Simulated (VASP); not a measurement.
A run of VASP 6.6.1:

Contents of INCAR:

```
SYSTEM = B32HN32
PREC = Accurate ; ENCUT = 520
EDIFF = 1E-6 ; ISMEAR = -1
SIGMA = 0.05 ; LREAL = Auto
LASPH = .True. ; NELM = 60
ALGO = Normal ; ISIF = 2
LWAVE = .False. ; LCHARG = .False.
GGA = PS ; IBRION = 2
NSW = 100 ; EDIFFG = -0.03
NELECT = 258.0 ; ISYM = 0
NCORE = 4
```

Contents of KPOINTS:

```
Automatic mesh
0
Gamma
  1 1 1
  0.25 0.25 0.25
```

POSCAR

```
B32HN32
1.0
    7.2115910000      0.0000000000      0.0000000000
    0.0000000000      7.2115910000      0.0000000000
    0.0000000000      0.0000000000      7.2115910000
B N H
32 32 1
Direct
    0.0061050000      0.0029120000      0.9990120000
    0.9986850000      0.0031380000      0.5042510000
    0.9989860000      0.5012360000      0.0003920000
    0.9975270000      0.4975260000      0.4992010000
    0.4990730000      0.0013800000      0.9977070000
    0.4983580000      0.0014780000      0.5040550000
    0.5015100000      0.4993310000      0.9984030000
    0.4998520000      0.5014950000      0.4983940000
    0.2521250000      0.2454350000      0.9970220000
    0.2447820000      0.2520630000      0.4970860000
    0.2516970000      0.7489310000      0.9960000000
    0.2545030000      0.7512810000      0.5005000000
    0.7541060000      0.2478360000      0.0001140000
    0.7551500000      0.2465550000      0.5021360000
    0.7475930000      0.7466680000      0.0034700000
    0.7509450000      0.7519440000      0.5032170000
    0.2475810000      0.0011510000      0.2491120000
    0.2529090000      0.9942200000      0.7458580000
    0.2514390000      0.5069360000      0.2568720000
    0.2463180000      0.5004420000      0.7461520000
    0.7478780000      0.9968300000      0.2490090000
    0.7501580000      0.0001730000      0.7466930000
    0.7483810000      0.5058930000      0.2486250000
    0.7495860000      0.4965240000      0.7521540000
    0.9958320000      0.2513250000      0.2481270000
    0.0017690000      0.2511330000      0.7515150000
    0.9993470000      0.7505730000      0.2513730000
    0.9983630000      0.7491640000      0.7486780000
    0.5018850000      0.2506900000      0.2491100000
    0.5031600000      0.2475190000      0.7530400000
    0.4980840000      0.7502260000      0.2504150000
    0.5029950000      0.7527660000      0.7526670000
    0.1265600000      0.1258560000      0.1220910000
    0.1214560000      0.1278360000      0.6267710000
    0.1264730000      0.6245150000      0.1281180000
    0.1254560000      0.6271300000      0.6250960000
    0.6243650000      0.1213530000      0.1243550000
    0.6238610000      0.1237260000      0.6243220000
    0.6295660000      0.6282380000      0.1280450000
    0.6236330000      0.6276740000      0.6271480000
    0.3778210000      0.3730100000      0.1236990000
    0.3717550000      0.3768540000      0.6267280000
    0.3775820000      0.8743720000      0.1225760000
    0.3732410000      0.8733740000      0.6242400000
    0.8744610000      0.3754570000      0.1257380000
    0.8733970000      0.3708870000      0.6280830000
    0.8716380000      0.8749450000      0.1228280000
    0.8726630000      0.8739190000      0.6283360000
    0.3761840000      0.1228400000      0.3723690000
    0.3788160000      0.1316290000      0.8736620000
    0.3738100000      0.6272730000      0.3802160000
    0.3716740000      0.6233720000      0.8748590000
    0.8747910000      0.1280420000      0.3719460000
    0.8781350000      0.1202560000      0.8703200000
    0.8723220000      0.6242340000      0.3752950000
    0.8818550000      0.6237870000      0.8745670000
    0.1259990000      0.3703050000      0.3731400000
    0.1241110000      0.3821730000      0.8734810000
    0.1221100000      0.8730430000      0.3740590000
    0.1258290000      0.8762370000      0.8744160000
    0.6286240000      0.3736650000      0.3712210000
    0.6243290000      0.3729580000      0.8767770000
    0.6296130000      0.8752300000      0.3747530000
    0.6222910000      0.8735850000      0.8734190000
    0.3761030000      0.3756130000      0.3712390000
```

Potentials or basis: VASP PAW PBE potentials, release 64 (B, N, H).

Run with:

```sh
$ cat potpaw_PBE.64/B/POTCAR potpaw_PBE.64/N/POTCAR potpaw_PBE.64/H/POTCAR > POTCAR
$ mpirun -np 4 vasp_std > vasp.out
```

Hardware: 4 MPI ranks on AMD EPYC 7R13 Processor (Zen 3) (shared host).

Q: Estimate the wall time of this run.

A: Wall time 16 min on 4 MPI ranks on AMD EPYC 7R13 Processor (Zen 3), with other jobs on the host, peak memory 0.21 GiB a rank. Counts: scf iterations 90, k points 4, ion steps 12.
